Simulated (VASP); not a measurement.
Input of a VASP 6.6.1 run:

The input INCAR:

```
SYSTEM = Te
PREC = Accurate
ENCUT = 520
EDIFF = 1E-6
ISMEAR = -1
SIGMA = 0.1
LREAL = .FALSE.
LASPH = .TRUE.
NELM = 80
ALGO = Normal
ISIF = 2
LWAVE = .FALSE.
LCHARG = .TRUE.
GGA = PS
LELF = .TRUE.
LVHAR = .TRUE.
NBANDS = 9
```

Contents of KPOINTS:

```
regular mesh
0
G
  13 13 13
  0 0 0
```

File POSCAR:

```
Te
1.0
   -1.8385092605      1.8385092605      1.8385092605
    1.8385092605     -1.8385092605      1.8385092605
    1.8385092605      1.8385092605     -1.8385092605
Te
1
Direct
    0.0000000000      0.0000000000      0.0000000000
```

Potentials or basis: VASP PAW PBE potentials, release 64 (Te).

Launch:

```console
$ cat potpaw_PBE.64/Te/POTCAR > POTCAR
$ mpirun -np 1 vasp_std > vasp.out
```

**Question.** What does it give for the pressure?

**Answer.** 6.8 GPa.

**Question.** What does it give for the band gap on the k mesh?

**Answer.** Zero (bands 3 and 4 overlap by 7.39 eV).

Caveat: the cell stands under pressure; the PAW data sets were made with another functional, which shifts forces and pressure a little; spin-orbit coupling is left out, which moves the levels of the heavy elements.
